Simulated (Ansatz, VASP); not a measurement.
## One calculation of AlRu, two programs

File INCAR:

```
SYSTEM = AlRu
  PREC = Accurate
  ENCUT = 520
  EDIFF = 1E-6
  ISMEAR = -1
  SIGMA = 0.05
  LREAL = .FALSE.
  LASPH = .TRUE.
  NELM = 80
  ALGO = Normal
  ISIF = 2
  LWAVE = .FALSE.
  LCHARG = .TRUE.
  GGA = CA
  LELF = .TRUE.
  LVHAR = .TRUE.
  NBANDS = 16
```

KPOINTS

```
regular mesh
0
G
  14 14 14
  0 0 0
```

The input POSCAR:

```
AlRu
1.0
    0.0000000000      2.1913107830      2.1913107830
    2.1913107830      0.0000000000      2.1913107830
    2.1913107830      2.1913107830      0.0000000000
Ru Al
1 1
Direct
    0.0000000000      0.0000000000      0.0000000000
    0.5000000000      0.5000000000      0.5000000000
```

Input for Ansatz:

```yaml
crystal:
  lattice:
    - [0.0, 2.191310783, 2.191310783]
    - [2.191310783, 0.0, 2.191310783]
    - [2.191310783, 2.191310783, 0.0]
  atoms:
    - { symbol: Ru, position: [0.0, 0.0, 0.0] }
    - { symbol: Al, position: [0.5, 0.5, 0.5] }
kpoints:
  mp_grid: { grid: [14, 14, 14] }
scf:
  occupations: { method: fermi_dirac, width: 0.05 }
hamiltonian:
  xc: lda
  pseudopotentials: { kind: all_electron, lapw: { basis_error: 0.001 } }
output:
  forces: true
  stress: true
  eigenvalues: true
  populations: true
```

Change from the starting cell: volume scaled by 0.72, LAPW.

Alike in both runs: task single point; functional LDA; k mesh 14 × 14 × 14; occupations fermi-dirac, width 0.05 eV; no spin polarisation.

|  | VASP | Ansatz |
| --- | --- | --- |
| version | VASP 6.6.1 | Ansatz 0.2.0 |
| potentials or method | VASP PAW LDA potentials, release 64 (Ru_pv, Al), cutoff 520 eV | all-electron LAPW, scalar-relativistic |

```csv
,VASP,Ansatz,Ansatz less VASP
pressure (GPa),110.2,107.9,-2.37
```

LDA's correlation is that of Perdew and Zunger in VASP and of Perdew and Wang (1992) in Ansatz. Both programs put the cell under a high pressure, so it lies far from rest at this level. Ansatz ran all-electron here, and VASP with PAW potentials.

Noted on VASP's run: the cell as given lies far from equilibrium.
